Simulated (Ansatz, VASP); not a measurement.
**Two plane-wave programs on Si7C**

File INCAR:

```
SYSTEM = Si7C
PREC = Accurate
ENCUT = 520
EDIFF = 1E-8
ISMEAR = -1
SIGMA = 0.15
LREAL = .FALSE.
LASPH = .TRUE.
NELM = 60
ALGO = Normal
ISIF = 2
LWAVE = .FALSE.
LCHARG = .FALSE.
GGA = PE
LEFG = .TRUE.
NBANDS = 26
```

Contents of KPOINTS:

```
Automatic mesh
0
G
  8 8 8
  0 0 0
```

The input POSCAR:

```
Si7C
1.0
    5.1949596077      0.0000000000      0.0000000000
    0.0000000000      5.1949596077      0.0000000000
    0.0000000000      0.0000000000      5.1949596077
Si C
7 1
Direct
    0.2243217188      0.2243217188      0.2243217188
    0.0000000000      0.5000000000      0.5000000000
    0.5000000000      0.5000000000      0.0000000000
    0.5000000000      0.0000000000      0.5000000000
    0.7756782812      0.2243217188      0.7756782812
    0.7756782812      0.7756782812      0.2243217188
    0.2243217188      0.7756782812      0.7756782812
    0.0000000000      0.0000000000      0.0000000000
```

Input for Ansatz:

```yaml
crystal:
  lattice:
    - [5.1949596077, 0.0, 0.0]
    - [0.0, 5.1949596077, 0.0]
    - [0.0, 0.0, 5.1949596077]
  atoms:
    - { symbol: Si, position: [0.2243217188, 0.2243217188, 0.2243217188] }
    - { symbol: Si, position: [0.0, 0.5, 0.5] }
    - { symbol: Si, position: [0.5, 0.5, 0.0] }
    - { symbol: Si, position: [0.5, 0.0, 0.5] }
    - { symbol: Si, position: [0.7756782812, 0.2243217188, 0.7756782812] }
    - { symbol: Si, position: [0.7756782812, 0.7756782812, 0.2243217188] }
    - { symbol: Si, position: [0.2243217188, 0.7756782812, 0.7756782812] }
    - { symbol: C, position: [0.0, 0.0, 0.0] }
basis:
  ecutwfc: 420
kpoints:
  mp_grid: { grid: [8, 8, 8] }
hamiltonian:
  xc: pbe
scf:
  occupations: { method: fermi_dirac, width: 0.15 }
output:
  forces: true
  stress: true
  eigenvalues: true
  efg: {}
checkpoint:
  read: start.run
  write: ck
  compress: false
  write_wavefunctions: false
  write_every: 100000
```

Alike in both runs: task electric field gradients; functional PBE; k mesh 8 × 8 × 8; occupations fermi-dirac, width 0.15 eV; no spin polarisation.

|  | VASP | Ansatz |
| --- | --- | --- |
| version | VASP 6.6.1 | Ansatz 0.2.0 |
| potentials or method | VASP PAW PBE potentials, release 64 (Si, C), cutoff 520 eV | scalar-relativistic, plane waves, PAW |
| valence electrons in the cell | 32 | 32 |

Ansatz gave:

```
gap on the k mesh at the Fermi level (eV)            : none
pressure (GPa)                                       : 0.0
rms of the force components (eV/Å)                   : 0.000
size of Vzz on the site where it differs most (V/Å²) : 19.1
```

Problem. Estimate VASP's values.

Solution. gap on the k mesh at the Fermi level (eV): none; pressure (GPa): -0.1; rms of the force components (eV/Å): 0.005; size of Vzz on the site where it differs most (V/Å²): 20.1.

Atom by atom the forces differ by 0.005 eV/Å (rms over components). A gap of «none» marks a metal or a gap that the smearing closes.
